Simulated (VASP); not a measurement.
# GaN (CsCl type) (Pm-3m) in VASP: further runs, part 2 of 2

VASP 6.6.1. Earlier steps stand in the parts before.

## Step 3: Single point, PBE

INCAR reads:

```
PREC = Accurate
ENCUT = 520
EDIFF = 1E-6
ISMEAR = -1
SIGMA = 0.1
LREAL = False
LASPH = True
NELM = 100
ALGO = Normal
ISIF = 2
LWAVE = False
LCHARG = False
GGA = PE
NBANDS = 16
```

KPOINTS reads:

```
Automatic mesh
0
Gamma
  15 15 15
```

POSCAR reads:

```
GaN
1.0
    2.4775934001      0.0000000000      0.0000000000
    0.0000000000      2.4775934001      0.0000000000
    0.0000000000      0.0000000000      2.4775934001
Ga N
1 1
Direct
    0.0000000000      0.0000000000      0.0000000000
    0.5000000000      0.5000000000      0.5000000000
```

Potentials or basis: VASP PAW PBE potentials, release 64 (Ga_d, N).

Run with:

```sh
> cat potpaw_PBE.64/Ga_d/POTCAR potpaw_PBE.64/N/POTCAR > POTCAR
> mpirun -np 1 vasp_std > vasp.out
```

OUTCAR:

```text
PREC = Accurate
   ENCUT = 520
   EDIFF = 1E-6
   ISMEAR = -1
   LREAL = False
   LASPH = True
   NELM = 100
   ISIF = 2
   GGA = PE

 ion  position               nearest neighbor table
   1  0.000  0.000  0.000-   2 2.15   2 2.15   2 2.15   2 2.15   2 2.15   2 2.15   2 2.15   2 2.15

   2  0.500  0.500  0.500-   1 2.15   1 2.15   1 2.15   1 2.15   1 2.15   1 2.15   1 2.15   1 2.15

  LATTYP: Found a simple cubic cell.
 ALAT       =     2.4775934001

  Lattice vectors:
[... 191 lines left out ...]
      5      -3.1445      2.00000
      6      -3.1445      2.00000
[... 433 lines left out ...]
      3      -3.6776      2.00000
      4      -3.4136      2.00000
      5      -3.2305      2.00000
      6      -3.1768      2.00000
[... 8 lines left out ...]
     15      34.7834      0.00000
     16      36.4232      0.00000

 [... further k-points ...]
[... 5 lines left out ...]
  --------------------------------------------------------------------------------------
  -------------------------------------------------------------------------------------
  Total        8.7948833      8.7948833      8.7948833     -0.0000000     -0.0000000      0.0000000
  in kB      926.5109552    926.5109552    926.5109552     -0.0000000     -0.0000000      0.0000000
  external PRESSURE =     926.5109552 kB  Pullay stress =       0.0000000 kB

 VOLUME and BASIS-vectors are now :
 -----------------------------------------------------------------------------
  energy-cutoff  :      520.00
  volume of cell :       15.21
      direct lattice vectors                 reciprocal lattice vectors
     2.477593400  0.000000000  0.000000000     0.403617478  0.000000000  0.000000000
     0.000000000  2.477593400  0.000000000     0.000000000  0.403617478  0.000000000
     0.000000000  0.000000000  2.477593400     0.000000000  0.000000000  0.403617478

 POSITION                                       TOTAL-FORCE (eV/Angst)
 -----------------------------------------------------------------------------------
      0.00000      0.00000      0.00000         0.000000      0.000000      0.000000
      1.23880      1.23880      1.23880         0.000000      0.000000      0.000000
 -----------------------------------------------------------------------------------
    total drift:                                0.000000     -0.000000      0.000000

  FREE ENERGIE OF THE ION-ELECTRON SYSTEM (eV)
  ---------------------------------------------------
  free  energy   TOTEN  =        -7.7597399613 eV

  energy  without entropy=       -7.7330895335  energy(sigma->0) =       -7.74641475
```

Wall time 14 s (1 thread of Intel Xeon Platinum 8559C (Emerald Rapids), shared host); peak memory 0.14 GiB.

Results:

```yaml
Free_energy: -7.7597 eV
Pressure: 92.7 GPa
Band_gap_on_the_k_mesh: zero (band 9 reaches 12.39 eV, above the bottom of band 10 at 10.78 eV)
```

Levels at points of the mesh, in eV from the Fermi level:
```
           k point  band 7  band 8  band 9  band 10  band 11  band 12
(0.00, 0.00, 0.00)   -2.04   -2.04   -2.04     0.86    10.56    10.56
```

## Step 4: Relaxation of cell and atoms, PBE, target pressure 91 GPa, at which the enthalpy is minimised

This run uses another cell than the first one, of 7.26 Å³/atom, 0.955 times its volume.

INCAR reads:

```
PREC = Accurate ; ENCUT = 600
EDIFF = 1E-6 ; ISMEAR = -1
SIGMA = 0.1 ; LREAL = False
LASPH = True ; NELM = 60
ALGO = Normal ; ISIF = 3
LWAVE = False ; LCHARG = False
GGA = PE ; IBRION = 2
NSW = 60 ; EDIFFG = -0.005
PSTRESS = 910.0
```

KPOINTS reads:

```
regular mesh
0
Gamma
  15 15 15
```

POSCAR reads:

```
GaN
1.0
    2.4391469058      0.0000000000      0.0000000000
    0.0000000000      2.4391469058      0.0000000000
    0.0000000000      0.0000000000      2.4391469058
Ga N
1 1
Direct
    0.0000000000      0.0000000000      0.0000000000
    0.5000000000      0.5000000000      0.5000000000
```

Run with:

```sh
> cat potpaw_PBE.64/Ga_d/POTCAR potpaw_PBE.64/N/POTCAR > POTCAR
> mpirun -np 1 vasp_std > vasp.out
```

Wall time 56 s (1 thread of Intel Xeon Platinum 8559C (Emerald Rapids), shared host); peak memory 0.15 GiB.

Results (log left out):

```
Free energy                                            : -7.7863 eV
Relaxed volume                                         : 7.63 Å³/atom
Relaxed cell                                           : a = 2.480 Å, b = 2.480 Å, c = 2.480 Å, α = 90.00°, β = 90.00°, γ = 90.00°
Space group after relaxing (to 0.05 Å)                 : Pm-3m (No. 221)
Energy change on relaxing (the enthalpy is what falls) : -241.9 meV/atom
Ionic steps                                            : 7
Pressure after relaxing                                : 91.0 GPa
Band gap on the k mesh                                 : zero (band 9 reaches 12.34 eV, above the bottom of band 10 at 10.73 eV)
```

Step by step:
| step | energy change (eV) | largest force (eV/Å) | pressure (GPa) | volume (Å³) |
| --- | --- | --- | --- | --- |
| 1 | 0.0000 | 0.0000 | 118.76 | 14.51 |
| 2 | -1.2910 | 0.0000 | 39.75 | 17.32 |
| 3 | -0.5045 | 0.0000 | 89.62 | 15.29 |
| 4 | -0.4822 | 0.0000 | 91.11 | 15.25 |
| 5 | -0.4907 | 0.0000 | 90.59 | 15.27 |
| 6 | -0.4696 | 0.0000 | 91.84 | 15.23 |
| 7 | -0.4838 | 0.0000 | 90.99 | 15.25 |

Final structure:
```xyz
2
Lattice="2.4801 0.0000 0.0000 0.0000 2.4801 0.0000 0.0000 0.0000 2.4801" Properties=species:S:1:pos:R:3 pbc="T T T"
Ga    0.0000    0.0000    0.0000
N     1.2400    1.2400    1.2400
```

Levels at points of the mesh, in eV from the Fermi level:
```csv
k point,band 6,band 7,band 8,band 9,band 10,band 11,band 12,band 13
"(0.00, 0.00, 0.00)",-15.29,-2.04,-2.04,-2.04,0.83,10.55,10.55,17.74
```

Caveat: the cell is relaxed towards a set pressure, so the enthalpy falls and the energy may rise.

## Step 5: Relaxation of cell and atoms, PBE, target pressure 91 GPa, at which the enthalpy is minimised

INCAR reads:

```
SYSTEM = GaN
PREC = Accurate
ENCUT = 600
EDIFF = 1E-7
ISMEAR = -1
SIGMA = 0.1
LREAL = .False.
LASPH = .True.
NELM = 80
ALGO = Normal
ISIF = 3
LWAVE = .False.
LCHARG = .False.
GGA = PE
IBRION = 2
NSW = 32
EDIFFG = -0.005
PSTRESS = 910.0
```

KPOINTS reads:

```
regular mesh
0
Gamma
  15 15 15
  0 0 0
```

POSCAR reads:

```
GaN
1.0
    2.4772556240      0.0000000000      0.0000000000
    0.0000000000      2.4772556240      0.0000000000
    0.0000000000      0.0000000000      2.4772556240
Ga N
1 1
Direct
    0.0000000000      0.0000000000      0.0000000000
    0.5000000000      0.5000000000      0.5000000000
```

Run with:

```sh
> cat potpaw_PBE.64/Ga_d/POTCAR potpaw_PBE.64/N/POTCAR > POTCAR
> mpirun -np 1 vasp_std > vasp.out
```

Wall time 28 s (1 thread of Intel Xeon Platinum 8559C (Emerald Rapids), shared host); peak memory 0.15 GiB.

Results (log left out):

| Property | Result |
| --- | --- |
| Free energy | -7.7870 eV |
| Relaxed volume | 7.63 Å³/atom |
| Relaxed cell | a = 2.480 Å, b = 2.480 Å, c = 2.480 Å, α = 90.00°, β = 90.00°, γ = 90.00° |
| Space group after relaxing (to 0.05 Å) | Pm-3m (No. 221) |
| Energy change on relaxing (the enthalpy is what falls) | -14.6 meV/atom |
| Ionic steps | 3 |
| Pressure after relaxing | 91.0 GPa |
| Band gap on the k mesh | zero (band 9 reaches 12.34 eV, above the bottom of band 10 at 10.73 eV) |

Step by step:
| step | energy change (eV) | largest force (eV/Å) | pressure (GPa) | volume (Å³) |
| --- | --- | --- | --- | --- |
| 1 | 0.0000 | 0.0000 | 92.69 | 15.20 |
| 2 | -0.0991 | 0.0000 | 86.81 | 15.38 |
| 3 | -0.0292 | 0.0000 | 91.03 | 15.25 |

Final structure:
```
Ga N
1.0
     2.48002    0.00000    0.00000
     0.00000    2.48002    0.00000
     0.00000    0.00000    2.48002
Ga N
1 1
Direct
  0.00000 0.00000 0.00000
  0.50000 0.50000 0.50000
```

Levels at points of the mesh, in eV from the Fermi level:
```csv
k point,band 5,band 6,band 7,band 8,band 9,band 10,band 11,band 12,band 13
"(0.00, 0.00, 0.00)",-15.29,-15.29,-2.04,-2.04,-2.04,0.83,10.55,10.55,17.74
```

Caveat: the cell is relaxed towards a set pressure, so the enthalpy falls and the energy may rise.

## Step 6: Summary

```tsv
task	cell	cutoff (eV)	gap on the mesh (eV)	pressure (GPa)
single point	a = 2.477 Å, 2 atoms	520	none	92.9
single point	a = 2.478 Å, 2 atoms	520	none	92.7
relaxation of cell and atoms	relaxed to 91 GPa from a = 2.439 Å, 2 atoms	600	none	91.0
relaxation of cell and atoms	relaxed to 91 GPa from a = 2.477 Å, 2 atoms	600	none	91.0
```

Alike in all rows: level PBE; potentials or basis VASP PAW PBE potentials, release 64 (Ga_d, N); no spin polarisation; k mesh 15 × 15 × 15; smearing fermi-dirac 0.1 eV.

Caveats: the cell is relaxed towards a set pressure, so the enthalpy falls and the energy may rise (some runs).

Absolute energies hang on the potentials; compare differences alone.
